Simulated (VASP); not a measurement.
Here is a VASP 6.6.1 calculation.

The input POSCAR:

```
HfO2
1.0
    5.3494041868      0.0000000000      0.0000000000
    0.0000000000      5.1290276305      0.0000000000
    0.0000000000      0.0000000000      5.1585270630
Hf O
4 8
Direct
    0.0325089207      0.2670180859      0.2410877185
    0.4674910793      0.2670180859      0.7410877185
    0.5325089207      0.7329819141      0.2410877185
    0.9674910793      0.7329819141      0.7410877185
    0.3670345752      0.0700138340      0.3807677166
    0.1329654248      0.0700138340      0.8807677166
    0.7321739057      0.4610930306      0.4911445648
    0.7678260943      0.4610930306      0.9911445648
    0.2678260943      0.5389069694      0.9911445648
    0.2321739057      0.5389069694      0.4911445648
    0.8670345752      0.9299861660      0.3807677166
    0.6329654248      0.9299861660      0.8807677166
```

INCAR.step1

```
SYSTEM = HfO2
PREC     = Accurate       ! precision mode
ENCUT    = 520            ! plane-wave cutoff, eV
ISMEAR   = 0              ! smearing method
SIGMA    = 0.01           ! smearing width, eV
LREAL    = .FALSE.        ! projectors in reciprocal space
LASPH    = .TRUE.         ! aspherical terms in the spheres
NELM     = 80             ! most SCF steps
NBANDS   = 56             ! bands
GGA      = PE             ! functional
ALGO     = Normal         ! electronic algorithm
EDIFF    = 1E-4           ! SCF threshold, eV
LWAVE    = .TRUE.         ! write WAVECAR
LCHARG   = .FALSE.        ! write CHGCAR
```

INCAR.step2

```
SYSTEM = HfO2
PREC     = Accurate       ! precision mode
ENCUT    = 520            ! plane-wave cutoff, eV
EDIFF    = 1E-7           ! SCF threshold, eV
ISMEAR   = 0              ! smearing method
SIGMA    = 0.01           ! smearing width, eV
LREAL    = .FALSE.        ! projectors in reciprocal space
LASPH    = .TRUE.         ! aspherical terms in the spheres
NELM     = 80             ! most SCF steps
ALGO     = Normal         ! electronic algorithm
ISIF     = 2              ! what is computed and relaxed
LWAVE    = .FALSE.        ! write WAVECAR
LCHARG   = .TRUE.         ! write CHGCAR
METAGGA  = R2SCAN         ! meta-GGA
LMIXTAU  = .TRUE.       
LELF     = .TRUE.         ! ELF
LVHAR    = .TRUE.       
NBANDS   = 56             ! bands
ISTART   = 1
```

File KPOINTS:

```
Automatic mesh
0
G
  4 4 4
  0 0 0
```

Potentials or basis: VASP PAW PBE potentials, release 64 (Hf_pv, O).

Command:

```bash
$ cat potpaw_PBE.64/Hf_pv/POTCAR potpaw_PBE.64/O/POTCAR > POTCAR
$ cp INCAR.step1 INCAR
$ mpirun -np 1 vasp_std > vasp.out
$ cp INCAR.step2 INCAR
$ mpirun -np 1 vasp_std > vasp.out
```

**Question.** Estimate the pressure.

**Answer.** -16.7 GPa.

**Question.** Estimate the largest force.

**Answer.** 0.269 eV/Å.

Stress tensor (GPa, compression positive):
```
-16.65   0.00   0.00
  0.00 -17.44   0.00
  0.00   0.00 -16.13
```

Caveat: the cell stands under tension; the PAW data sets were made with another functional, which shifts forces and pressure a little.
